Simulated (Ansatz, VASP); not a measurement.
# Two plane-wave programs on MnAs

File INCAR:

```
SYSTEM = MnAs
  PREC = Accurate
  ENCUT = 520
  EDIFF = 1E-7
  ISMEAR = -1
  SIGMA = 0.05
  LREAL = .FALSE.
  LASPH = .TRUE.
  NELM = 150
  ALGO = Normal
  ISIF = 2
  LWAVE = .FALSE.
  LCHARG = .FALSE.
  ISPIN = 2
  MAGMOM = 0 0 4 4
  LORBIT = 11
  LMAXMIX = 4
  GGA = PE
  NBANDS = 30
```

KPOINTS

```
Automatic mesh
0
G
  8 8 5
  0 0 0
```

Contents of POSCAR:

```
MnAs
1.0
    3.6850999209      0.0000000000      0.0000000000
   -1.8425499604      3.1913901469      0.0000000000
    0.0000000000      0.0000000000      5.6528042183
As Mn
2 2
Direct
    0.6666666667      0.3333333333      0.7500000000
    0.3333333333      0.6666666667      0.2500000000
    0.0000000000      0.0000000000      0.5000000000
    0.0000000000      0.0000000000      0.0000000000
```

input.yaml

```yaml
crystal:
  lattice:
    - [3.6850999209, 0.0, 0.0]
    - [-1.8425499604, 3.1913901469, 0.0]
    - [0.0, 0.0, 5.6528042183]
  atoms:
    - { symbol: As, position: [0.6666666667, 0.3333333333, 0.75] }
    - { symbol: As, position: [0.3333333333, 0.6666666667, 0.25] }
    - { symbol: Mn, position: [0.0, 0.0, 0.5], spin: 4.0 }
    - { symbol: Mn, position: [0.0, 0.0, 0.0], spin: 4.0 }
hamiltonian:
  xc: pbe
  pseudopotentials: { kind: paw }
magnetization:
  spin_polarized: true
kpoints:
  mp_grid: { grid: [8, 8, 5] }
scf:
  occupations: { method: fermi_dirac, width: 0.05 }
output:
  forces: true
  stress: true
  eigenvalues: true
```

Alike in both runs: task single point; functional PBE; k mesh 8 × 8 × 5; occupations fermi-dirac, width 0.05 eV; collinear spin.

|  | VASP | Ansatz |
| --- | --- | --- |
| version | VASP 6.6.1 | Ansatz 0.2.0 |
| potentials or method | VASP PAW PBE potentials, release 64 (As, Mn_pv) | Ansatz PAW |
| plane-wave cutoff (eV) | 520 | 420 |
| valence electrons in the cell | 36 | 60 |

```tsv
	VASP	Ansatz	Ansatz less VASP
gap on the k mesh at the Fermi level (eV)	none	none	-
pressure (GPa)	-2.3	-2.4	-0.13
traceless stress, the component that is largest in VASP (GPa)	-1.71	-1.73	-0.022
net moment per atom (μB)	1.52	1.53	+0.003
size of the moment on the site where the two differ most (μB)	3.11	3.06	-0.048
```

Site moments also hang on the region over which each program counts them. A gap of «none» marks a metal or a gap that the smearing closes. The functional is the same, so the differences come from potentials, cutoffs and numerics. VASP's potentials hold 36 valence electrons a cell and Ansatz's 60, so a difference there can come from the potentials and not from the codes.
